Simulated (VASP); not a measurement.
# WSe2 in VASP: a series of runs

The runs below take WSe2 through single point, with PBEsol.

All numbers are computed with VASP 6.6.1; they aren't measurements. Logs are shortened: lines on timing, memory, paths and dates and some standing lists are left out, and cuts for length are marked.

## (1) The cell of the first run

The cell holds a slab with vacuum, 3 atoms: a = 3.221 Å, b = 3.221 Å, c = 16.661 Å, α = 90.00°, β = 90.00°, γ = 120.00°.

## (2) Single point, PBEsol (strain -0.015 along x and y, +0.000 along z)

File INCAR:

```
SYSTEM = WSe2
PREC = Accurate ; ENCUT = 520
EDIFF = 1E-6 ; ISMEAR = 0
SIGMA = 0.05 ; LREAL = .False.
LASPH = .True. ; NELM = 100
ALGO = Normal ; ISIF = 2
LWAVE = .False. ; LCHARG = .True.
GGA = PS ; LELF = .True.
LVHAR = .True. ; NBANDS = 20
```

File KPOINTS:

```
regular mesh
0
Gamma
  12 12 2
  0 0 0
```

File POSCAR:

```
WSe2
1.0
    3.2211988882      0.0000000000      0.0000000000
   -1.6105994441      2.7896400678      0.0000000000
    0.0000000000      0.0000000000     16.6612170741
W Se
1 2
Direct
    0.0000000000      0.0000000000      0.0000000000
    0.3333333333      0.6666666667      0.1003992715
    0.3333333333      0.6666666667      0.8996007285
```

Potentials or basis: VASP PAW PBE potentials, release 64 (W_sv, Se).

Started as:

```sh
$ cat potpaw_PBE.64/W_sv/POTCAR potpaw_PBE.64/Se/POTCAR > POTCAR
$ mpirun -np 1 vasp_std > vasp.out
```

OUTCAR:

```text
SYSTEM = WSe2
   PREC = Accurate
   ENCUT = 520
   EDIFF = 1E-6
   ISMEAR = 0
   LREAL = .False.
   LASPH = .True.
   NELM = 100
   ISIF = 2
   GGA = PS

 ion  position               nearest neighbor table
   1  0.000  0.000  0.000-   2 2.50   3 2.50   2 2.50   3 2.50   2 2.50   3 2.50
   2  0.333  0.667  0.100-   1 2.50   1 2.50   1 2.50
   3  0.333  0.667  0.900-   1 2.50   1 2.50   1 2.50

  LATTYP: Found a hexagonal cell.
 ALAT       =     3.2211988882
 C/A-ratio  =     5.1723652132

  Lattice vectors:

 A1 = (   3.2211988882,   0.0000000000,   0.0000000000)
 A2 = (  -1.6105994441,   2.7896400678,   0.0000000000)
 A3 = (   0.0000000000,   0.0000000000,  16.6612170741)

Analysis of symmetry for initial positions (statically):
=====================================================================
 Subroutine PRICEL returns:
 Original cell was already a primitive cell.

 Routine SETGRP: Setting up the symmetry group for a
 hexagonal supercell.

 Subroutine GETGRP returns: Found 12 space group operations
 (whereof 12 operations were pure point group operations)
 out of a pool of 24 trial point group operations.

The static configuration has the point symmetry D_3h.

Analysis of symmetry for dynamics (positions and initial velocities):
=====================================================================
 Subroutine PRICEL returns:
 Original cell was already a primitive cell.

 Routine SETGRP: Setting up the symmetry group for a
 hexagonal supercell.

 Subroutine GETGRP returns: Found 12 space group operations
 (whereof 12 operations were pure point group operations)
 out of a pool of 24 trial point group operations.

The dynamic configuration has the point symmetry D_3h.

 Subroutine INISYM returns: Found 12 space group operations
 (whereof 12 operations are pure point group operations),
 and found     1 'primitive' translations

----------------------------------------------------------------------------------------

                                     Primitive cell

  volume of cell :     149.7175

  direct lattice vectors                    reciprocal lattice vectors
     3.221198888  0.000000000  0.000000000     0.310443420  0.179234592  0.000000000
    -1.610599444  2.789640068  0.000000000     0.000000000  0.358469184  0.000000000
[... 77 lines left out ...]
 SYSTEM =  WSe2
   PREC   = accura    normal or accurate (medium, high low for compatibility)
   ISTART =      0    job   : 0-new  1-cont  2-samecut
   ICHARG =      2    charge: 1-file 2-atom 10-const
   ISPIN  =      1    spin polarized calculation?
   LNONCOLLINEAR =      F non collinear calculations
   LSORBIT =      F    spin-orbit coupling
   LASPH  =      T    aspherical Exc in radial PAW
   ENCUT  =  520.0 eV  38.22 Ry    6.18 a.u.   5.99  5.99 30.98*2*pi/ulx,y,z
   NELM   =    100;   NELMIN=  2; NELMDL= -5     # of ELM steps
   EDIFF  = 0.1E-05   stopping-criterion for ELM
   LREAL  =      F    real-space projection
   EDIFFG = 0.1E-04   stopping-criterion for IOM
   NSW    =      0    number of steps for IOM
   IBRION =     -1    ionic relax: 0-MD 1-quasi-New 2-CG
   NFREE  =      0    steps in history (QN), initial steepest desc. (CG)
   ISIF   =      2    stress and relaxation
   ISYM   =      2    0-nonsym 1-usesym 2-fastsym
   POTIM  = 0.5000    time-step for ionic-motion
   TEBEG  =    0.0;   TEEND  =   0.0 temperature during run
   PSTRESS=    0.0 pullay stress
   NELECT =      26.0000    total number of electrons
   NUPDOWN=      -1.0000    fix difference up-down
   EMIN   =  10.00;   EMAX   =-10.00  energy-range for DOS
   EFERMI =   0.00;   METHOD = LEGACY
   ISMEAR =     0;   SIGMA  =   0.05  broadening in eV -4-tet -1-fermi 0-gaus
   EFERMI_NEDOS =   21; number of points for ismear=-14 and -15
   IALGO  =     38    algorithm
   IMIX   =      4    mixing-type and parameters
     AMIX     =   0.40;   BMIX     =  1.00
     AMIX_MAG =   1.60;   BMIX_MAG =  1.00
  volume/ion in A,a.u.               =      49.91       336.78
  Fermi-wavevector in a.u.,A,eV,Ry     =   0.913360  1.725999 11.350331  0.834226
  Thomas-Fermi vector in A             =   2.037862
   LORBIT       =      0    0 simple, 1 ext, 2 COOP (PROOUT), +10 PAW based schemes
   GGA     = PS    functional components
   LHFCALC =     F    Hartree Fock is set to
   AEXX    =    0.0000 exact exchange contribution
   IVDW    =     0    specifies the selected vdW correction
   LEPSILON=     F    determine dielectric tensor
   LRPA    =     F    only Hartree local field effects (RPA)
 non-spin polarized calculation
 Gauss-broadening in eV      SIGMA  =   0.05
  energy-cutoff  :      520.00
  volume of cell :      149.72
 maximum number of plane-waves:      4092
 NGX is ok and might be reduce to    24
   NGX = 11   NGY = 11   NGZ = 61

 number of electron      26.0000003 magnetization

 Free energy of the ion-electron system (eV)
  ---------------------------------------------------
  ext. energy  EPLUGINS =         0.00000000
  ---------------------------------------------------
  free energy    TOTEN  =       -23.20310034 eV

  energy without entropy =      -23.20310034  energy(sigma->0) =      -23.20310034

 E-fermi :  -0.4279     XC(G=0):  -4.9120

 val. band max:       -0.6769092845   @ k =   0.3333   0.3333   0.5000
 cond. band min:       0.9954381877   @ k =   0.1667   0.1667   0.0000
 fundamental gap:      1.6723474722
 Fermi energy:        -0.4278764578

 k-point     1 :       0.0000    0.0000    0.0000
  band No.  band energies     occupation
      1     -74.5367      2.00000
      2     -38.8488      2.00000
      3     -38.6485      2.00000
      4     -38.6485      2.00000
      5     -15.7796      2.00000
      6     -14.4362      2.00000
[... 541 lines left out ...]
     19       5.9635      0.00000
     20       6.1921      0.00000

 [... further k-points ...]
[... 5 lines left out ...]
  --------------------------------------------------------------------------------------
  -------------------------------------------------------------------------------------
  Total        1.9698956      1.9698956      1.3906633      0.0000000      0.0000000      0.0000000
  in kB       21.0805217     21.0805217     14.8819603      0.0000000      0.0000000      0.0000000
  external PRESSURE =      19.0143346 kB  Pullay stress =       0.0000000 kB

 VOLUME and BASIS-vectors are now :
 -----------------------------------------------------------------------------
  energy-cutoff  :      520.00
  volume of cell :      149.72
      direct lattice vectors                 reciprocal lattice vectors
     3.221198888  0.000000000  0.000000000     0.310443420  0.179234592  0.000000000
    -1.610599444  2.789640068  0.000000000     0.000000000  0.358469184  0.000000000
     0.000000000  0.000000000 16.661217074     0.000000000  0.000000000  0.060019625

 POSITION                                       TOTAL-FORCE (eV/Angst)
 -----------------------------------------------------------------------------------
      0.00000      0.00000      0.00000         0.000000     -0.000000     -0.000000
     -0.00000      1.85976      1.67277        -0.000000      0.000000      0.419073
     -0.00000      1.85976     14.98844        -0.000000      0.000000     -0.419073
 -----------------------------------------------------------------------------------
    total drift:                                0.000000     -0.000000     -0.000000

  FREE ENERGIE OF THE ION-ELECTRON SYSTEM (eV)
  ---------------------------------------------------
  free  energy   TOTEN  =       -23.2031003355 eV

  energy  without entropy=      -23.2031003355  energy(sigma->0) =      -23.20310034
```

OSZICAR:

```text
N       E                     dE             d eps       ncg     rms          rms(c)
DAV:   1     0.171355527832E+03    0.17136E+03   -0.12110E+04  1808   0.111E+03
DAV:   2    -0.112908562650E+02   -0.18265E+03   -0.17741E+03  1964   0.263E+02
DAV:   3    -0.239399051208E+02   -0.12649E+02   -0.12557E+02  2088   0.644E+01
[... 12 lines left out ...]
DAV:  16    -0.232030255457E+02   -0.75979E-04   -0.98334E-06  1912   0.104E-02    0.739E-03
DAV:  17    -0.232030848709E+02   -0.59325E-04   -0.47407E-06  1536   0.620E-03    0.517E-03
DAV:  18    -0.232030944723E+02   -0.96015E-05   -0.32842E-07  1616   0.181E-03    0.155E-03
DAV:  19    -0.232030998056E+02   -0.53332E-05   -0.28672E-07  1320   0.121E-03    0.413E-04
DAV:  20    -0.232031003355E+02   -0.52998E-06   -0.15639E-08  1252   0.394E-04
   1 F= -.23203100E+02 E0= -.23203100E+02  d E =-.659713E-14
```

stdout:

```text
POSCAR found type information on POSCAR W Se
 POSCAR found :  2 types and       3 ions
 scaLAPACK will be used
 -----------------------------------------------------------------------------
|                                                                             |
|                                                                             |
|     You enforced a specific xc type in the INCAR file but a different       |
|     I HOPE YOU KNOW WHAT YOU ARE DOING!                                     |
|                                                                             |
 -----------------------------------------------------------------------------

 LDA part: xc-table for (Slater+PW92), standard interpolation
 POSCAR, INCAR and KPOINTS ok, starting setup
 FFT: planning ... GRIDC
 FFT: planning ... GRID_SOFT
 FFT: planning ... GRID
 WAVECAR not read
 entering main loop
```

It took 3.8 min on 1 thread of AMD EPYC 7R13, shared host; peak memory 0.28 GiB.

What came out:

- Free energy: -23.2031 eV
- Largest force: 0.419 eV/Å
- Band gap on the k mesh: 1.67 eV (least direct gap 1.86 eV)

Forces in eV/Å, atoms in the order of the input:
```
W    0.000  0.000  0.000
Se   0.000  0.000  0.419
Se   0.000  0.000 -0.419
```

Caveat: the cell differs from its parent crystal (strain -0.015 along x and y, +0.000 along z); there is no dipole correction, which matters where the two faces differ; the PAW data sets were made with another functional, which shifts forces and pressure a little; spin-orbit coupling is left out, which moves the levels of the heavy elements.

## (3) Single point, PBEsol (strain +0.000 along x and y, -0.015 along z)

File INCAR:

```
  PREC = Accurate
  ENCUT = 520
  EDIFF = 1E-6
  ISMEAR = 0
  SIGMA = 0.05
  LREAL = False
  LASPH = True
  NELM = 60
  ALGO = Normal
  ISIF = 2
  LWAVE = False
  LCHARG = False
  GGA = PS
  NBANDS = 20
```

File KPOINTS:

```
regular mesh
0
Gamma
  12 12 2
```

File POSCAR:

```
WSe2
1.0
    3.2702526784      0.0000000000      0.0000000000
   -1.6351263392      2.8321218963      0.0000000000
    0.0000000000      0.0000000000     16.4112988180
W Se
1 2
Direct
    0.0000000000      0.0000000000      0.0000000000
    0.3333333333      0.6666666667      0.1003992715
    0.3333333333      0.6666666667      0.8996007285
```

Potentials or basis: VASP PAW PBE potentials, release 64 (W_sv, Se).

Started as:

```sh
$ cat potpaw_PBE.64/W_sv/POTCAR potpaw_PBE.64/Se/POTCAR > POTCAR
$ mpirun -np 1 vasp_std > vasp.out
```

Run time: 4.2 min. Hardware: 1 thread of AMD EPYC 7R13, shared host; peak memory 0.28 GiB.

Results (log left out):

| Quantity | Value |
| --- | --- |
| Free energy | -23.2203 eV |
| Largest force | 0.528 eV/Å |
| Band gap on the k mesh | 1.63 eV |

Forces on the atoms (eV/Å):
```
W    0.000  0.000  0.000
Se   0.000  0.000  0.528
Se   0.000  0.000 -0.528
```

Levels at points of the mesh, in eV from the valence-band top:
```tsv
k point	band 11	band 12	band 13	band 14	band 15	band 16
(0.00, 0.00, 0.00)	-1.26	-1.26	-0.32	3.10	3.10	3.35
(0.50, 0.00, 0.00)	-2.11	-1.01	-0.90	2.52	2.90	3.84
(0.00, 0.00, 0.50)	-1.26	-1.26	-0.32	3.10	3.10	3.35
(0.50, 0.00, 0.50)	-2.11	-1.01	-0.90	2.52	2.90	3.84
```

Caveat: the cell differs from its parent crystal (strain +0.000 along x and y, -0.015 along z); there is no dipole correction, which matters where the two faces differ; the PAW data sets were made with another functional, which shifts forces and pressure a little; spin-orbit coupling is left out, which moves the levels of the heavy elements.
